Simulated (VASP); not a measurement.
Set up this calculation in VASP 6.6.1, as the native input.

| Quantity | Value |
| --- | --- |
| Task | single point |
| Functional | LDA |
| Potentials or basis | VASP PAW LDA potentials, release 64 (Mg, Zr_sv) |
| Cutoff | 520 eV |
| k mesh | 5 × 5 × 5 |
| Occupations | gaussian, width 0.1 eV |
| Spin | no spin polarisation |
| Dipole correction | no |
| Further INCAR settings | ALGO = Normal; EDIFF = 1e-06; NBANDS = 17 |

The structure of Mg3Zr lies in POSCAR:

```
Mg3Zr
1.0
    4.5150409782      0.0000000000      0.0000000000
    0.0000000000      4.5150409782      0.0000000000
    0.0000000000      0.0000000000      4.5150409782
Mg Zr
3 1
Direct
    0.5000000000      0.5000000000      0.0000000000
    0.5000000000      0.0000000000      0.5000000000
    0.0000000000      0.5000000000      0.5000000000
    0.0000000000      0.0000000000      0.0000000000
```

These files were run (other wordings do the same):

INCAR

```
SYSTEM = Mg3Zr
ALGO = Normal
EDIFF = 1E-6
ENCUT = 520
GGA = CA
ISIF = 2
ISMEAR = 0
LASPH = .True.
LCHARG = .False.
LREAL = .False.
LWAVE = .False.
NBANDS = 17
NELM = 80
PREC = Accurate
SIGMA = 0.1
```

KPOINTS

```
k-points
0
Gamma
  5 5 5
  0 0 0
```

Potentials or basis: VASP PAW LDA potentials, release 64 (Mg, Zr_sv).

Run with:

```console
$ cat potpaw_LDA.64/Mg/POTCAR potpaw_LDA.64/Zr_sv/POTCAR > POTCAR
$ mpirun -np 1 vasp_std > vasp.out
```

Results of the run:

The pressure is -5.3 GPa and the band gap on the k mesh is zero (bands 9 and 10 overlap by 1.24 eV).

Caveat: the cell stands under tension.

Run time: 28 s on 1 thread of Intel Xeon 8259CL (shared host), peak memory 0.17 GiB.
